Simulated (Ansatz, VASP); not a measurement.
**One calculation of CoO, two programs**

```
Co O
1.0
     0.00000    2.12416    2.12416
     2.12416    0.00000    2.12416
     2.12416    2.12416    0.00000
Co O
1 1
Direct
  0.00000 0.00000 0.00000
  0.50000 0.50000 0.50000
```

Alike in both runs: functional PBE; k mesh 16 × 16 × 16; occupations gaussian, width 0.1 eV; collinear spin.

Ansatz relaxed the structure, and its values are those at the end. VASP's run is a single point on that final structure, the one shown.

|  | VASP | Ansatz |
| --- | --- | --- |
| version | VASP 6.6.1 | Ansatz 0.2.0 |
| potentials or method | VASP PAW PBE potentials, release 64 (Co, O), cutoff 520 eV | scalar-relativistic, plane waves, PAW |
| valence electrons in the cell | 15 | 23 |

Ansatz gave:

```
gap on the k mesh at the Fermi level (eV)                     : none
pressure (GPa)                                                : 0.0
net moment per atom (μB)                                      : 1.47
size of the moment on the site where the two differ most (μB) : 2.49
```

Problem. Estimate VASP's values.

Solution. gap on the k mesh at the Fermi level (eV): none; pressure (GPa): -0.5; net moment per atom (μB): 1.45; size of the moment on the site where the two differ most (μB): 2.55.

Site moments also hang on the region over which each program counts them. A gap of «none» marks a metal or a gap that the smearing closes. VASP's potentials hold 15 valence electrons a cell and Ansatz's 23, so a difference there can come from the potentials and not from the codes.
